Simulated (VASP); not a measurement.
# Ba (Im-3m) in VASP: a series of runs

The runs below take Ba through single point, relaxation of cell and atoms, with PBE.

Program: VASP 6.6.1. These are calculated values, not measurements. Logs are shortened: lines on timing, memory, paths and dates and some standing lists are left out, and cuts for length are marked.

## 1. The cell of the first run

It takes space group Im-3m (No. 229, cubic). The conventional cell has a = 5.041 Å, b = 5.041 Å, c = 5.041 Å, α = 90.00°, β = 90.00°, γ = 90.00°. Within 5.7 Å of Ba (site symmetry m-3m) lie 14 Ba at 4.37 to 5.04 Å.

## 2. Single point, PBE

Input file INCAR:

```
PREC     = Accurate       # precision mode
ENCUT    = 520            # plane-wave cutoff, eV
EDIFF    = 1E-6           # SCF threshold, eV
ISMEAR   = -1             # smearing method
SIGMA    = 0.02           # smearing width, eV
LREAL    = F              # projectors in reciprocal space
LASPH    = T              # aspherical terms in the spheres
NELM     = 100            # most SCF steps
ALGO     = Normal         # electronic algorithm
ISIF     = 2              # what is computed and relaxed
LWAVE    = F              # write WAVECAR
LCHARG   = F              # write CHGCAR
GGA      = PE             # functional
NBANDS   = 11             # bands
```

Input file KPOINTS:

```
regular mesh
0
Gamma
  6 6 6
```

Input file POSCAR:

```
Ba
1.0
    4.3656341092     -0.0000000242     -0.0000000419
   -1.4552113470      4.1159593185     -0.0000000419
   -1.4552113470     -2.0579795988      3.5645253656
Ba
1
Direct
    0.0000000000      0.0000000000      0.0000000000
```

Potentials or basis: VASP PAW PBE potentials, release 64 (Ba_sv).

The run is started by

```sh
$ cat potpaw_PBE.64/Ba_sv/POTCAR > POTCAR
$ mpirun -np 1 vasp_std > vasp.out
```

OUTCAR:

```text
PREC = Accurate
   ENCUT = 520
   EDIFF = 1E-6
   ISMEAR = -1
   LREAL = F
   LASPH = T
   NELM = 100
   ISIF = 2
   GGA = PE

 ion  position               nearest neighbor table
   1  0.000  0.000  0.000-

  LATTYP: Found a body centered cubic cell.
 ALAT       =     5.0410000563

  Lattice vectors:

 A1 = (   4.3656341092,  -0.0000000242,  -0.0000000419)
 A2 = (  -1.4552113470,   4.1159593185,  -0.0000000419)
 A3 = (  -1.4552113470,  -2.0579795988,   3.5645253656)

Analysis of symmetry for initial positions (statically):
=====================================================================
 Subroutine PRICEL returns:
 Original cell was already a primitive cell.

 Routine SETGRP: Setting up the symmetry group for a
 body centered cubic supercell.

 Subroutine GETGRP returns: Found 48 space group operations
 (whereof 48 operations were pure point group operations)
 out of a pool of 48 trial point group operations.

The static configuration has the point symmetry O_h .

Analysis of symmetry for dynamics (positions and initial velocities):
=====================================================================
 Subroutine PRICEL returns:
 Original cell was already a primitive cell.

 Routine SETGRP: Setting up the symmetry group for a
 body centered cubic supercell.

 Subroutine GETGRP returns: Found 48 space group operations
 (whereof 48 operations were pure point group operations)
 out of a pool of 48 trial point group operations.

The dynamic configuration has the point symmetry O_h .

 Subroutine INISYM returns: Found 48 space group operations
 (whereof 48 operations are pure point group operations),
 and found     1 'primitive' translations

----------------------------------------------------------------------------------------

                                     Primitive cell

  volume of cell :      64.0501

  direct lattice vectors                    reciprocal lattice vectors
     4.365634109 -0.000000024 -0.000000042     0.229061800  0.080985576  0.140271128
    -1.455211347  4.115959318 -0.000000042     0.000000003  0.242956728  0.140271128
    -1.455211347 -2.057979599  3.564525366     0.000000003  0.000000004  0.280542263

  length of vectors
     4.365634109  4.365634109  4.365634109     0.280542263  0.280542263  0.280542263

  position of ions in fractional coordinates (direct lattice)
     0.000000000  0.000000000  0.000000000

  ion indices of the primitive-cell ions
   primitive index   ion index
                 1           1
[... 68 lines left out ...]
   NFREE  =      0    steps in history (QN), initial steepest desc. (CG)
   ISIF   =      2    stress and relaxation
   ISYM   =      2    0-nonsym 1-usesym 2-fastsym
   POTIM  = 0.5000    time-step for ionic-motion
   TEBEG  =    0.0;   TEEND  =   0.0 temperature during run
   PSTRESS=    0.0 pullay stress
   NELECT =      10.0000    total number of electrons
   NUPDOWN=      -1.0000    fix difference up-down
   EMIN   =  10.00;   EMAX   =-10.00  energy-range for DOS
   EFERMI =   0.00;   METHOD = LEGACY
   ISMEAR =    -1;   SIGMA  =   0.02  broadening in eV -4-tet -1-fermi 0-gaus
   EFERMI_NEDOS =   21; number of points for ismear=-14 and -15
   IALGO  =     38    algorithm
   IMIX   =      4    mixing-type and parameters
     AMIX     =   0.40;   BMIX     =  1.00
     AMIX_MAG =   1.60;   BMIX_MAG =  1.00
  volume/ion in A,a.u.               =      64.05       432.23
  Fermi-wavevector in a.u.,A,eV,Ry     =   0.881525  1.665841 10.572909  0.777087
  Thomas-Fermi vector in A             =   2.002033
   LORBIT       =      0    0 simple, 1 ext, 2 COOP (PROOUT), +10 PAW based schemes
   GGA     = PE    functional components
   LHFCALC =     F    Hartree Fock is set to
   AEXX    =    0.0000 exact exchange contribution
   IVDW    =     0    specifies the selected vdW correction
   LEPSILON=     F    determine dielectric tensor
   LRPA    =     F    only Hartree local field effects (RPA)
 non-spin polarized calculation
  energy-cutoff  :      520.00
  volume of cell :       64.05
 maximum number of plane-waves:      1754
   NGX = 17   NGY = 17   NGZ = 17

 number of electron      10.0000001 magnetization

 Free energy of the ion-electron system (eV)
  ---------------------------------------------------
  ext. energy  EPLUGINS =         0.00000000
  ---------------------------------------------------
  free energy    TOTEN  =        -1.90126361 eV

  energy without entropy =       -1.89873155  energy(sigma->0) =       -1.89999758

 E-fermi :   1.6312     XC(G=0):  -7.3578

 val. band max:        1.5085607562   @ k =  -0.3333   0.5000   0.1667
 cond. band min:       1.6400633873   @ k =   0.3333   0.1667   0.1667
 fundamental gap:      0.1315026311
 Fermi energy:         1.6312498171

 k-point     1 :       0.0000    0.0000    0.0000
  band No.  band energies     occupation
      1     -27.3281      2.00000
      2     -12.2861      2.00000
      3     -12.2861      2.00000
      4     -12.2861      2.00000
      5      -1.1507      2.00000
      6       3.4028      0.00000
      7       3.4028      0.00000
      8       3.4028      0.00000
      9       4.7786      0.00000
     10       4.7786      0.00000
     11       8.4781      0.00000
[... 197 lines left out ...]
 k-point    16 :       0.5000    0.5000    0.5000
  band No.  band energies     occupation
      1     -27.2579      2.00000
      2     -12.5888      2.00000
      3     -12.5888      2.00000
      4     -12.5888      2.00000
      5       1.0673      2.00000
      6       1.0673      2.00000
      7       5.8707      0.00000
      8       5.8707      0.00000
      9       5.8707      0.00000
     10       6.2431      0.00000
     11       6.2431      0.00000

------------------------ aborting loop because EDIFF is reached ----------------------------------------

  FORCE on cell =-STRESS in cart. coord.  units (eV):
  Direction    XX          YY          ZZ          XY          YZ          ZX
  --------------------------------------------------------------------------------------
  -------------------------------------------------------------------------------------
  Total        0.0277468      0.0277468      0.0277468     -0.0000000     -0.0000000     -0.0000000
  in kB        0.6940705      0.6940705      0.6940705     -0.0000000     -0.0000000     -0.0000000
  external PRESSURE =       0.6940705 kB  Pullay stress =       0.0000000 kB

 VOLUME and BASIS-vectors are now :
 -----------------------------------------------------------------------------
  energy-cutoff  :      520.00
  volume of cell :       64.05
      direct lattice vectors                 reciprocal lattice vectors
     4.365634109 -0.000000024 -0.000000042     0.229061800  0.080985576  0.140271128
    -1.455211347  4.115959318 -0.000000042     0.000000003  0.242956728  0.140271128
    -1.455211347 -2.057979599  3.564525366     0.000000003  0.000000004  0.280542263

 POSITION                                       TOTAL-FORCE (eV/Angst)
 -----------------------------------------------------------------------------------
      0.00000      0.00000      0.00000        -0.000000     -0.000000      0.000000
 -----------------------------------------------------------------------------------
    total drift:                                0.000000     -0.000000      0.000000

  FREE ENERGIE OF THE ION-ELECTRON SYSTEM (eV)
  ---------------------------------------------------
  free  energy   TOTEN  =        -1.9012636083 eV

  energy  without entropy=       -1.8987315509  energy(sigma->0) =       -1.89999758
```

OSZICAR:

```text
N       E                     dE             d eps       ncg     rms          rms(c)
DAV:   1     0.616012409159E+02    0.61601E+02   -0.42556E+03   352   0.748E+02
DAV:   2     0.100562516608E+01   -0.60596E+02   -0.59295E+02   450   0.134E+02
DAV:   3    -0.180841957111E+01   -0.28140E+01   -0.27989E+01   420   0.325E+01
DAV:   4    -0.189856351014E+01   -0.90144E-01   -0.90017E-01   489   0.502E+00
DAV:   5    -0.189969979889E+01   -0.11363E-02   -0.11362E-02   453   0.467E-01    0.158E+00
DAV:   6    -0.190003675249E+01   -0.33695E-03   -0.30436E-03   425   0.523E-01    0.940E-01
DAV:   7    -0.190104167628E+01   -0.10049E-02   -0.66089E-03   418   0.859E-01    0.462E-02
DAV:   8    -0.190125705687E+01   -0.21538E-03   -0.38369E-04   504   0.118E-01    0.315E-02
DAV:   9    -0.190126213904E+01   -0.50822E-05   -0.80964E-06   443   0.277E-02    0.648E-03
DAV:  10    -0.190126368594E+01   -0.15469E-05   -0.57527E-06   418   0.146E-02    0.147E-03
DAV:  11    -0.190126360828E+01    0.77656E-07   -0.50450E-07   239   0.623E-03
   1 F= -.19012636E+01 E0= -.18999976E+01  d E =-.253206E-02
```

Run time: 14 s. Hardware: 1 thread of Intel Xeon 8259CL, shared host; peak memory 0.17 GiB.

What came out:

* Free energy: -1.9013 eV
* Pressure: 0.1 GPa
* Band gap on the k mesh: zero (bands 5 and 6 overlap by 0.63 eV)

Levels at points of the mesh, in eV from the Fermi level:
```
           k point  band 2  band 3  band 4  band 5  band 6  band 7  band 8  band 9
(0.00, 0.00, 0.00)  -13.92  -13.92  -13.92   -2.78    1.77    1.77    1.77    3.15
(0.50, 0.00, 0.00)  -14.35  -14.06  -13.92   -0.92    0.65    1.16    3.11    3.68
(0.50, 0.50, 0.50)  -14.22  -14.22  -14.22   -0.56   -0.56    4.24    4.24    4.24
```

Caveat: spin-orbit coupling is left out, which moves the levels of the heavy elements.

## 3. Relaxation of cell and atoms, PBE

This run uses another cell than the first one, of 62.99 Å³/atom.

Input file INCAR:

```
SYSTEM = Ba
PREC = Accurate
ENCUT = 600
EDIFF = 1E-7
ISMEAR = -1
SIGMA = 0.02
LREAL = .False.
LASPH = .True.
NELM = 60
ALGO = Normal
ISIF = 3
LWAVE = .False.
LCHARG = .False.
GGA = PE
IBRION = 2
NSW = 60
EDIFFG = -0.01
```

Input file KPOINTS:

```
Automatic mesh
0
Gamma
  6 6 6
  0 0 0
```

Input file POSCAR:

```
Ba
1.0
    4.3413850340     -0.0000000240     -0.0000000416
   -1.4471283220      4.0930970711     -0.0000000416
   -1.4471283220     -2.0465484754      3.5447260784
Ba
1
Direct
    0.0000000000      0.0000000000      0.0000000000
```

Potentials or basis: VASP PAW PBE potentials, release 64 (Ba_sv).

The run is started by

```sh
$ cat potpaw_PBE.64/Ba_sv/POTCAR > POTCAR
$ mpirun -np 1 vasp_std > vasp.out
```

Wall time 53 s (1 thread of Intel Xeon 8259CL, shared host); peak memory 0.2 GiB.

The run converged. Its results:

```yaml
Free_energy: -1.9014 eV
Relaxed_volume: 64.60 Å³/atom
Relaxed_cell: a = 4.378 Å, b = 4.378 Å, c = 4.378 Å, α = 109.47°, β = 109.47°, γ = 109.47°
Space_group_after_relaxing_to_0.1_Å: Im-3m (No. 229)
Energy_gained_by_relaxing: 1.0 meV/atom
Ionic_steps: 3
Pressure_after_relaxing: 0.0 GPa
Band_gap_on_the_k_mesh: zero (bands 5 and 6 overlap by 0.62 eV)
```

Step by step:
```
step  energy change (eV)  largest force (eV/Å)  pressure (GPa)  volume (Å³)
   1              0.0000                0.0000            0.21        62.99
   2             -0.0007                0.0000            0.11        63.73
   3             -0.0010                0.0000            0.00        64.60
```

Final structure:
```
CELL_PARAMETERS angstrom
4.37800 0.00000 0.00000
-1.45933 4.12761 0.00000
-1.45933 -2.06381 3.57462
ATOMIC_POSITIONS crystal
Ba 0.00000 0.00000 0.00000
```

Levels at points of the mesh, in eV from the Fermi level:
```
           k point  band 2  band 3  band 4  band 5  band 6  band 7  band 8  band 9
(0.00, 0.00, 0.00)  -13.94  -13.94  -13.94   -2.78    1.76    1.76    1.76    3.13
(0.50, 0.00, 0.00)  -14.36  -14.07  -13.94   -0.92    0.65    1.14    3.09    3.65
(0.50, 0.50, 0.50)  -14.23  -14.23  -14.23   -0.55   -0.55    4.20    4.20    4.20
```

Caveat: spin-orbit coupling is left out, which moves the levels of the heavy elements. PBE usually gives volumes a little too large and moduli too small.
